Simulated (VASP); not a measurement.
Here is a VASP 6.6.1 calculation.

File POSCAR:

```
AlN
1.0
    2.1888610000     -2.1888610000      0.0000000000
    0.0000000000      0.0000000000      4.3777220000
  -14.6645410000    -14.6645410000      0.0000000000
Al N
6 6
Direct
    0.9982180000      0.0047200000      0.6143560000
    0.9977860000      0.9621640000      0.3231120000
    0.9980640000      0.0048310000      0.4634890000
    0.4981360000      0.5049210000      0.5365830000
    0.4983040000      0.4622860000      0.6769570000
    0.4979290000      0.5045920000      0.3857120000
    0.9981440000      0.2542720000      0.5376180000
    0.9982910000      0.2629850000      0.6861260000
    0.9979130000      0.2582630000      0.3877140000
    0.4980930000      0.7542020000      0.4624230000
    0.4982240000      0.7583650000      0.6123360000
    0.4978290000      0.7628610000      0.3139330000
```

Contents of INCAR.step1:

```
SYSTEM = AlN
ALGO = Normal
EDIFF = 1E-5
ENCUT = 520
GGA = PE
ISIF = 2
ISMEAR = -1
LASPH = .True.
LCHARG = .False.
LREAL = .False.
LWAVE = .True.
NBANDS = 36
NELM = 80
PREC = Accurate
SIGMA = 0.05
```

File INCAR.step2:

```
SYSTEM = AlN
ALGO = Normal
EDIFF = 1E-6
ENCUT = 520
GGA = PE
HFSCREEN = 0.2079
ISIF = 2
ISMEAR = -1
ISTART = 1
LASPH = .True.
LCHARG = .False.
LHFCALC = .True.
LREAL = .False.
LWAVE = .False.
NBANDS = 36
NELM = 80
PREC = Accurate
PRECFOCK = Fast
SIGMA = 0.05
```

File KPOINTS:

```
k-points
0
Gamma
  4 3 1
  0 0 0
```

Potentials or basis: VASP PAW PBE potentials, release 64 (Al, N).

The run is started by

```bash
$ cat potpaw_PBE.64/Al/POTCAR potpaw_PBE.64/N/POTCAR > POTCAR
$ cp INCAR.step1 INCAR
$ mpirun -np 1 vasp_std > vasp.out
$ cp INCAR.step2 INCAR
$ mpirun -np 1 vasp_std > vasp.out
```

(1) Estimate the largest force.

(2) What does it give for the band gap on the k mesh?

## Answers

(1) 0.268 eV/Å.

(2) 3.88 eV (least direct gap 4.17 eV).

Caveat: the k points lie up to 0.51 Å⁻¹ apart; the PAW data sets were made with another functional, which shifts forces and pressure a little.
